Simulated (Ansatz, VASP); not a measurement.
# One calculation of GeCN2, two programs

POSCAR

```
GeCN2
1.0
    1.8056701223      1.0425041312      4.9545539055
   -1.8056701223      1.0425041312      4.9545539055
    0.0000000000     -2.0850082624      4.9545539055
Ge N C
1 2 1
Direct
    0.0000000000      0.0000000000      0.0000000000
    0.5839044000      0.5839044000      0.5839044000
    0.4160956000      0.4160956000      0.4160956000
    0.5000000000      0.5000000000      0.5000000000
```

Contents of INCAR.step1:

```
SYSTEM = GeCN2
ALGO = Normal ; EDIFF = 1E-4
ENCUT = 520 ; GGA = PE
ISMEAR = -1 ; LASPH = .TRUE.
LCHARG = .FALSE. ; LREAL = .FALSE.
LWAVE = .TRUE. ; NBANDS = 22
NELM = 100 ; PREC = Accurate
SIGMA = 0.05
```

File INCAR.step2:

```
SYSTEM = GeCN2
ALGO = Normal ; EDIFF = 1E-6
ENCUT = 520 ; ISIF = 2
ISMEAR = -1 ; ISTART = 1
LASPH = .TRUE. ; LCHARG = .FALSE.
LMIXTAU = .TRUE. ; LREAL = .FALSE.
LWAVE = .FALSE. ; METAGGA = R2SCAN
NBANDS = 22 ; NELM = 100
PREC = Accurate ; SIGMA = 0.05
```

File KPOINTS:

```
k-points
0
G
  9 9 9
  0 0 0
```

File input.yaml:

```yaml
crystal:
  lattice:
    - [1.8056701223, 1.0425041312, 4.9545539055]
    - [-1.8056701223, 1.0425041312, 4.9545539055]
    - [0.0, -2.0850082624, 4.9545539055]
  atoms:
    - { symbol: Ge, position: [0.0, 0.0, 0.0] }
    - { symbol: "N", position: [0.5839044, 0.5839044, 0.5839044] }
    - { symbol: "N", position: [0.4160956, 0.4160956, 0.4160956] }
    - { symbol: C, position: [0.5, 0.5, 0.5] }
hamiltonian:
  xc: r2scan
  pseudopotentials: { kind: paw }
kpoints:
  mp_grid: { grid: [9, 9, 9] }
scf:
  occupations: { method: fermi_dirac, width: 0.05 }
output:
  forces: true
  stress: true
  eigenvalues: true
  write_density: true
  write_potential: true
  elf: true
  volumetric_format: npy
```

Alike in both runs: task single point; functional r2SCAN; k mesh 9 × 9 × 9; occupations fermi-dirac, width 0.05 eV; no spin polarisation.

```csv
,VASP,Ansatz
version,VASP 6.6.1,Ansatz 0.2.0
potentials or method,"VASP PAW PBE potentials, release 64 (Ge_d, N, C)",Ansatz PAW
plane-wave cutoff (eV),520,500
valence electrons in the cell,28,28
```

VASP gave:

```
gap on the k mesh at the Fermi level (eV)                     : 1.26
least direct gap on the mesh (eV)                             : 2.20
pressure (GPa)                                                : -5.4
traceless stress, the component that is largest in VASP (GPa) : -4.65
rms of the force components (eV/Å)                            : 0.345
```

Problem. Which values does Ansatz return?

Solution. gap on the k mesh at the Fermi level (eV): 1.25; least direct gap on the mesh (eV): 2.20; pressure (GPa): -5.7; traceless stress, the component that is largest in VASP (GPa): -5.64; rms of the force components (eV/Å): 0.426.

VASP's potentials were made for PBE, not for r2SCAN. Atom by atom the forces differ by 0.080 eV/Å (rms over components).

Noted on VASP's run: the standard files for N, O and F lose accuracy on very short bonds. Noted on Ansatz's run: odd divisions of the mesh miss points on the zone boundary, where band edges often lie, so the gap on the mesh can be too wide.
